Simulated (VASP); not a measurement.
# H4W8C9 in VASP: single point with PBE+D3(BJ)

Aim: the single point of H4W8C9 with PBE+D3(BJ).

Everything below comes from runs of VASP 6.6.1. Logs are shortened: lines on timing, memory, paths and dates and some standing lists are left out, and cuts for length are marked.

## (1) The cell of the first run

The cell holds a slab with vacuum, 21 atoms: a = 5.807 Å, b = 5.807 Å, c = 15.242 Å, α = 90.00°, β = 90.00°, γ = 120.00°.

## (2) Single point, PBE+D3(BJ)

Contents of INCAR:

```
SYSTEM = H4W8C9
  ALGO = Normal
  EDIFF = 1E-7
  ENCUT = 520
  GGA = PE
  ISIF = 2
  ISMEAR = -1
  IVDW = 12
  LASPH = .TRUE.
  LCHARG = .FALSE.
  LREAL = Auto
  LWAVE = .FALSE.
  NBANDS = 92
  NELM = 100
  PREC = Accurate
  SIGMA = 0.15
```

Contents of KPOINTS:

```
k-points
0
G
  5 5 1
  0 0 0
```

Contents of POSCAR:

```
H4W8C9
1.0
    5.8072000000      0.0000000000      0.0000000000
   -2.9036000000      5.0291830000      0.0000000000
    0.0000000000      0.0000000000     15.2420000000
W C H
8 9 4
Direct
    0.0000000000      0.0000000000      0.0656081879
   -0.0000193668     -0.0000204805      0.2533061934
   -0.0000000497      0.4999999006      0.0656081879
   -0.0000404731      0.4999028669      0.2533302716
    0.5000000000      0.0000000000      0.0656081879
    0.5000856120      0.0000055675      0.2533449679
    0.4999999503      0.4999999006      0.0656081879
    0.5000387747      0.4999818062      0.2530626558
    0.3333005730      0.1666328308      0.1520282771
    0.3334927632      0.1669955140      0.3259559769
    0.3333129008      0.6666478432      0.1520311639
    0.3334802673      0.6664008846      0.3260063640
    0.8333844083      0.1666517206      0.1520931636
    0.8333741134      0.1666445623      0.3262453090
    0.8333587969      0.6666607678      0.1520145650
    0.8330985087      0.6665321186      0.3259370161
    0.5474239861      0.4920755518      0.5250457289
    0.7076969238      0.6765548201      0.4968344049
    0.3561941912      0.4673635857      0.5036874426
    0.5656421718      0.3237261400      0.5013288938
    0.5601472094      0.5015259934      0.5967937935
```

Potentials or basis: VASP PAW PBE potentials, release 64 (W_sv, C, H).

Run with:

```sh
$ cat potpaw_PBE.64/W_sv/POTCAR potpaw_PBE.64/C/POTCAR potpaw_PBE.64/H/POTCAR > POTCAR
$ mpirun -np 1 vasp_std > vasp.out
```

OUTCAR:

```text
SYSTEM = H4W8C9
   EDIFF = 1E-7
   ENCUT = 520
   GGA = PE
   ISIF = 2
   ISMEAR = -1
   IVDW = 12
   LASPH = .TRUE.
   LREAL = Auto
   NELM = 100
   PREC = Accurate
 IVDW          = 12

 ion  position               nearest neighbor table
   1  0.000  0.000  0.066-   9 2.13  15 2.13  13 2.13   2 2.86   3 2.90   7 2.90   5 2.90   5 2.90
                             3 2.90   7 2.90
   2  1.000  1.000  0.253-  16 2.01  10 2.01  14 2.01  13 2.28   9 2.28  15 2.28   1 2.86   6 2.90
                             4 2.90   8 2.90   8 2.90   4 2.90   6 2.90
   3  1.000  0.500  0.066-  15 2.13  11 2.13  13 2.13   4 2.86   1 2.90   5 2.90   7 2.90   7 2.90
                             5 2.90   1 2.90
   4  1.000  0.500  0.253-  16 2.01  12 2.01  14 2.01  13 2.28  11 2.28  15 2.28   3 2.86   6 2.90
                             2 2.90   8 2.90   8 2.90   2 2.90   6 2.90
   5  0.500  0.000  0.066-   9 2.13  11 2.13  13 2.13   6 2.86   7 2.90   3 2.90   1 2.90   1 2.90
                             7 2.90   3 2.90
   6  0.500  0.000  0.253-  10 2.01  12 2.01  14 2.01  13 2.28  11 2.28   9 2.28   5 2.86   4 2.90
                             2 2.90   8 2.90   8 2.90   2 2.90   4 2.90
   7  0.500  0.500  0.066-  15 2.13  11 2.13   9 2.13   8 2.86   5 2.90   1 2.90   3 2.90   3 2.90
                             1 2.90   5 2.90
   8  0.500  0.500  0.253-  10 2.01  16 2.01  12 2.01   9 2.28  15 2.28  11 2.28   7 2.86   4 2.90
                             2 2.90   6 2.90   6 2.90   2 2.90   4 2.90
   9  0.333  0.167  0.152-   1 2.13   5 2.13   7 2.13   8 2.28   2 2.28   6 2.28
  10  0.333  0.167  0.326-   8 2.01   6 2.01   2 2.01
  11  0.333  0.667  0.152-   3 2.13   7 2.13   5 2.13   8 2.28   4 2.28   6 2.28
  12  0.333  0.666  0.326-   8 2.01   4 2.01   6 2.01
  13  0.833  0.167  0.152-   1 2.13   3 2.13   5 2.13   2 2.28   4 2.28   6 2.28
  14  0.833  0.167  0.326-   4 2.01   6 2.01   2 2.01
  15  0.833  0.667  0.152-   3 2.13   1 2.13   7 2.13   8 2.28   2 2.28   4 2.28
  16  0.833  0.667  0.326-   4 2.01   2 2.01   8 2.01
  17  0.547  0.492  0.525-  21 1.10  19 1.10  20 1.10  18 1.10
  18  0.708  0.677  0.497-  17 1.10
  19  0.356  0.467  0.504-  17 1.10
  20  0.566  0.324  0.501-  17 1.10
  21  0.560  0.502  0.597-  17 1.10

  LATTYP: Found a hexagonal cell.
 ALAT       =     5.8072000000
 C/A-ratio  =     2.6246728199

  Lattice vectors:

 A1 = (   5.8072000000,   0.0000000000,   0.0000000000)
 A2 = (  -2.9036000000,   5.0291830000,   0.0000000000)
 A3 = (   0.0000000000,   0.0000000000,  15.2420000000)

Analysis of symmetry for initial positions (statically):
=====================================================================
 Subroutine PRICEL returns:
 Original cell was already a primitive cell.

 Routine SETGRP: Setting up the symmetry group for a
 hexagonal supercell.

 Subroutine GETGRP returns: Found  1 space group operations
[... 154 lines left out ...]
   NELECT =     152.0000    total number of electrons
   NUPDOWN=      -1.0000    fix difference up-down
   EMIN   =  10.00;   EMAX   =-10.00  energy-range for DOS
   EFERMI =   0.00;   METHOD = LEGACY
   ISMEAR =    -1;   SIGMA  =   0.15  broadening in eV -4-tet -1-fermi 0-gaus
   EFERMI_NEDOS =   21; number of points for ismear=-14 and -15
   IALGO  =     38    algorithm
   IMIX   =      4    mixing-type and parameters
     AMIX     =   0.40;   BMIX     =  1.00
     AMIX_MAG =   1.60;   BMIX_MAG =  1.00
  volume/ion in A,a.u.               =      21.20       143.05
  Fermi-wavevector in a.u.,A,eV,Ry     =   1.144249  2.162318 17.814194  1.309306
  Thomas-Fermi vector in A             =   2.280942
   LORBIT       =      0    0 simple, 1 ext, 2 COOP (PROOUT), +10 PAW based schemes
   GGA     = PE    functional components
   LHFCALC =     F    Hartree Fock is set to
   AEXX    =    0.0000 exact exchange contribution
   IVDW    =    12    specifies the selected vdW correction
   LEPSILON=     F    determine dielectric tensor
   LRPA    =     F    only Hartree local field effects (RPA)
 non-spin polarized calculation
  energy-cutoff  :      520.00
  volume of cell :      445.15
 maximum number of plane-waves:     12001
 NGX is ok and might be reduce to    48
   NGX = 21   NGY = 21   NGZ = 57

 number of electron     151.9999998 magnetization

 Free energy of the ion-electron system (eV)
  ---------------------------------------------------
  ext. energy  EPLUGINS =         0.00000000
  ---------------------------------------------------
  free energy    TOTEN  =      -186.56661636 eV

  energy without entropy =     -186.14063357  energy(sigma->0) =     -186.35362496

 E-fermi :   1.0742     XC(G=0):  -7.1959

 val. band max:        1.0406227816   @ k =  -0.2000   0.2000   0.0000
 cond. band min:       1.1771115688   @ k =   0.4000   0.0000   0.0000
 fundamental gap:      0.1364887872
 Fermi energy:         1.0742078193

 k-point     1 :       0.0000    0.0000    0.0000
  band No.  band energies     occupation
      1     -72.9392      2.00000
      2     -72.9086      2.00000
      3     -72.8803      2.00000
      4     -72.8798      2.00000
      5     -72.8728      2.00000
      6     -72.8522      2.00000
[... 1172 lines left out ...]
     87       3.3350      0.00000
     88       3.3385      0.00000
 [bands above 88 left out]

------------------------ aborting loop because EDIFF is reached ----------------------------------------

 Edisp (eV)   -4.95584

 E8    (eV) :    -2.2885

  FORCE on cell =-STRESS in cart. coord.  units (eV):
  Direction    XX          YY          ZZ          XY          YZ          ZX
  --------------------------------------------------------------------------------------
  -------------------------------------------------------------------------------------
  Total       4.58836     4.57847     0.49793     0.02299     0.01195    -0.01976
  in kB      16.51436    16.47877     1.79213     0.08275     0.04300    -0.07112
  external pressure =       11.60 kB  Pullay stress =        0.00 kB

 VOLUME and BASIS-vectors are now :
 -----------------------------------------------------------------------------
  energy-cutoff  :      520.00
  volume of cell :      445.15
      direct lattice vectors                 reciprocal lattice vectors
     5.807200000  0.000000000  0.000000000     0.172200028  0.099419727  0.000000000
    -2.903600000  5.029183000  0.000000000     0.000000000  0.198839454  0.000000000
     0.000000000  0.000000000 15.242000000     0.000000000  0.000000000  0.065608188

 POSITION                                       TOTAL-FORCE (eV/Angst)
 -----------------------------------------------------------------------------------
      0.00000      0.00000      1.00000        -0.000747      0.000703     -0.043217
      2.90355      5.02908      3.86089        -0.008597      0.017643     -0.039228
      4.35540      2.51459      1.00000         0.001686     -0.003528     -0.040881
      4.35545      2.51410      3.86126         0.014033     -0.008519     -0.041475
      2.90360      0.00000      1.00000         0.003078      0.000256     -0.038477
      2.90408      0.00003      3.86148         0.007944     -0.005485     -0.042269
[... 13 lines left out ...]
      2.34483      1.62808      7.64125         0.013768     -0.011034     -0.013248
      1.79666      2.52227      9.09633         0.002051      0.000038      0.018629
 -----------------------------------------------------------------------------------
    total drift:                               -0.004792     -0.000360      0.030531

  FREE ENERGIE OF THE ION-ELECTRON SYSTEM (eV)
  ---------------------------------------------------
  free  energy   TOTEN  =      -191.5224604428 eV

  energy  without entropy=     -191.0964776503  energy(sigma->0) =     -191.30946905
```

It took 22 min on 1 thread of Intel Xeon Platinum 8488C (Sapphire Rapids), shared host; peak memory 0.77 GiB.

Results:

```
Free energy                : -191.5225 eV
Largest force              : 0.097 eV/Å
Band gap on the k mesh     : zero (bands 76 and 77 overlap by 0.69 eV)
Dispersion energy per atom : -0.236 eV
```

Forces on the atoms (eV/Å):
```
W   -0.001  0.001 -0.043
W   -0.009  0.018 -0.039
W    0.002 -0.004 -0.041
W    0.014 -0.009 -0.041
W    0.003  0.000 -0.038
W    0.008 -0.005 -0.042
W    0.001 -0.001 -0.068
W   -0.014  0.000 -0.045
C    0.005 -0.004 -0.004
C    0.000  0.000  0.097
C   -0.003  0.004 -0.003
C    0.003  0.000  0.094
C   -0.006  0.001 -0.002
C   -0.001  0.000  0.096
C    0.002  0.001 -0.004
C   -0.002 -0.001  0.095
C   -0.015  0.007 -0.016
H    0.022  0.015  0.000
H   -0.025 -0.013  0.001
H    0.014 -0.011 -0.013
H    0.002  0.000  0.019
```

Caveat: spin-orbit coupling is left out, which moves the levels of the heavy elements.
